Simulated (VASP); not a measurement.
B, 1 atom in the cell. Symmetry: P4/mmm, No. 123, tetragonal system. The conventional cell has a = 2.298 Å, b = 2.298 Å, c = 1.553 Å, α = 90.00°, β = 90.00°, γ = 90.00°. B (site symmetry 4/mmm) has 2 B at 1.55 Å within 2.1 Å. 

```yaml
Program: VASP 6.6.1
Task: single point
Functional: PBE
Potentials_or_basis: VASP PAW PBE potentials, release 64 (B)
Cutoff: 520 eV
k_mesh: 11 × 11 × 16
Occupations: fermi-dirac, width 0.05 eV
Spin: no spin polarisation
Dipole_correction: no
Further_INCAR_settings: ALGO = Normal; EDIFF = 1e-06; NBANDS = 8
```

Potentials or basis: VASP PAW PBE potentials, release 64 (B).

Run with:

```bash
$ cat potpaw_PBE.64/B/POTCAR > POTCAR
$ mpirun -np 1 vasp_std > vasp.out
```

Hardware: 1 thread of Intel(R) Xeon(R) Platinum 8488C (Sapphire Rapids) (shared host).

**Question.** Estimate the wall time of this run.

**Answer.** It took 4.8 s on 1 thread of Intel(R) Xeon(R) Platinum 8488C (Sapphire Rapids), on a shared host, peak memory 0.11 GiB. Counts: scf iterations 11, k points 189.
